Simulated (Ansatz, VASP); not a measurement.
# One calculation of Pb, two programs

```
CELL_PARAMETERS angstrom
3.48000 0.00000 0.00000
-1.74000 3.01377 0.00000
0.00000 0.00000 5.59000
ATOMIC_POSITIONS crystal
Pb 0.66667 0.33333 0.75000
Pb 0.33333 0.66667 0.25000
```

Alike in both runs: task single point; functional RPBE; k mesh 9 × 9 × 5; occupations gaussian, width 0.1 eV; no spin polarisation.

```csv
,VASP,Ansatz
version,VASP 6.6.1,Ansatz 0.2.0
potentials or method,"VASP PAW PBE potentials, release 64 (Pb_d), cutoff 520 eV","all-electron LAPW, scalar-relativistic"
```

VASP gave:

```
gap on the k mesh at the Fermi level (eV)                     : none
pressure (GPa)                                                : 5.7
traceless stress, the component that is largest in VASP (GPa) : 2.68
```

Question: What did Ansatz give for the same quantities?

Answer: gap on the k mesh at the Fermi level (eV): none; pressure (GPa): 5.8; traceless stress, the component that is largest in VASP (GPa): 2.70.

VASP's potentials were made for PBE, not for RPBE. A gap of «none» marks a metal or a gap that the smearing closes. Ansatz ran all-electron here, and VASP with PAW potentials.

Spin-orbit coupling is off throughout.
